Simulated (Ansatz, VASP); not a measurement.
**One calculation of TiPt3, two programs**

The input INCAR:

```
PREC = Accurate
ENCUT = 520
EDIFF = 1E-6
ISMEAR = 0
SIGMA = 0.1
LREAL = F
LASPH = T
NELM = 60
ALGO = Fast
ISIF = 2
LWAVE = F
LCHARG = F
GGA = PS
NBANDS = 29
```

Contents of KPOINTS:

```
regular mesh
0
Gamma
  12 12 12
```

POSCAR

```
TiPt3
1.0
    3.8599636208      0.0000000000      0.0000000000
    0.0000000000      3.8599636208      0.0000000000
    0.0000000000      0.0000000000      3.8599636208
Ti Pt
1 3
Direct
    0.0000000000      0.0000000000      0.0000000000
    0.0000000000      0.5000000000      0.5000000000
    0.5000000000      0.0000000000      0.5000000000
    0.5000000000      0.5000000000      0.0000000000
```

Input for Ansatz:

```yaml
crystal:
  lattice:
    - [3.8599636208, 0.0, 0.0]
    - [0.0, 3.8599636208, 0.0]
    - [0.0, 0.0, 3.8599636208]
  atoms:
    - { symbol: Ti, position: [0.0, 0.0, 0.0] }
    - { symbol: Pt, position: [0.0, 0.5, 0.5] }
    - { symbol: Pt, position: [0.5, 0.0, 0.5] }
    - { symbol: Pt, position: [0.5, 0.5, 0.0] }
basis:
  ecutwfc: 420
kpoints:
  mp_grid: { grid: [12, 12, 12] }
hamiltonian:
  xc: pbesol
scf:
  occupations: { method: gaussian, width: 0.1 }
output:
  forces: true
  stress: true
  eigenvalues: true
  write_density: true
  write_potential: true
  elf: true
  volumetric_format: npy
```

Alike in both runs: task single point; functional PBEsol; k mesh 12 × 12 × 12; occupations gaussian, width 0.1 eV; no spin polarisation.

|  | VASP | Ansatz |
| --- | --- | --- |
| version | VASP 6.6.1 | Ansatz 0.2.0 |
| potentials or method | VASP PAW PBE potentials, release 64 (Ti_sv, Pt), cutoff 520 eV | scalar-relativistic, plane waves, PAW |
| valence electrons in the cell | 42 | 66 |

Ansatz gave:

| Property | Result |
| --- | --- |
| gap on the k mesh at the Fermi level (eV) | none |
| pressure (GPa) | 8.7 |

Task: Which values does VASP return?

Result: gap on the k mesh at the Fermi level (eV): none; pressure (GPa): 8.5.

VASP's potentials were made for PBE, not for PBEsol. A gap of «none» marks a metal or a gap that the smearing closes. VASP's potentials hold 42 valence electrons a cell and Ansatz's 66, so a difference there can come from the potentials and not from the codes.

Neither program's run includes spin-orbit coupling.
